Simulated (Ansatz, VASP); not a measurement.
## Pd in VASP and in Ansatz

```xyz
3
Lattice="1.3661 0.7887 6.7613 -1.3661 0.7887 6.7613 0.0000 -1.5775 6.7613" Properties=species:S:1:pos:R:3 pbc="T T T"
Pd    0.0000    0.0000    0.0000
Pd    0.0000    0.0000   15.7722
Pd    0.0000    0.0000    4.5118
```

Alike in both runs: functional PBEsol; k mesh 12 × 12 × 12; occupations gaussian, width 0.1 eV; no spin polarisation.

Ansatz relaxed the structure, and its values are those at the end. VASP's run is a single point on that final structure, the one shown.

|  | VASP | Ansatz |
| --- | --- | --- |
| version | VASP 6.6.1 | Ansatz 0.2.0 |
| potentials or method | VASP PAW PBE potentials, release 64 (Pd), cutoff 520 eV | scalar-relativistic, plane waves, PAW |
| valence electrons in the cell | 30 | 54 |

Ansatz gave:

| Quantity | Value |
| --- | --- |
| gap on the k mesh at the Fermi level (eV) | none |
| pressure (GPa) | 0.2 |

Estimate VASP's values.

gap on the k mesh at the Fermi level (eV): none; pressure (GPa): -0.1.

VASP's potentials were made for PBE, not for PBEsol. A gap of «none» marks a metal or a gap that the smearing closes. VASP's potentials hold 30 valence electrons a cell and Ansatz's 54, so a difference there can come from the potentials and not from the codes.
